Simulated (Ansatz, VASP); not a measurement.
## Two plane-wave programs on Te

```
CELL_PARAMETERS angstrom
-1.91803 1.91803 1.91803
1.91803 -1.91803 1.91803
1.91803 1.91803 -1.91803
ATOMIC_POSITIONS crystal
Te 0.00000 0.00000 0.00000
```

Alike in both runs: functional r2SCAN; k mesh 6 × 6 × 6; occupations gaussian, width 0.1 eV; no spin polarisation.

Ansatz relaxed the structure, and its values are those at the end. VASP's run is a single point on that final structure, the one shown.

```csv
,VASP,Ansatz
version,VASP 6.6.1,Ansatz 0.2.0
potentials or method,"VASP PAW PBE potentials, release 64 (Te), cutoff 520 eV","scalar-relativistic, plane waves, PAW"
valence electrons in the cell,6,16
```

Ansatz gave:

- gap on the k mesh at the Fermi level (eV): none
- pressure (GPa): 0.0

**Question.** Which values does VASP return?

**Answer.** gap on the k mesh at the Fermi level (eV): none; pressure (GPa): -0.1.

VASP's potentials were made for PBE, not for r2SCAN. A gap of «none» marks a metal or a gap that the smearing closes. The functional is the same, so the differences come from potentials, cutoffs and numerics. VASP's potentials hold 6 valence electrons a cell and Ansatz's 16, so a difference there can come from the potentials and not from the codes.

The k mesh is coarse, so the values compare programs but aren't converged. Spin-orbit coupling is off throughout.
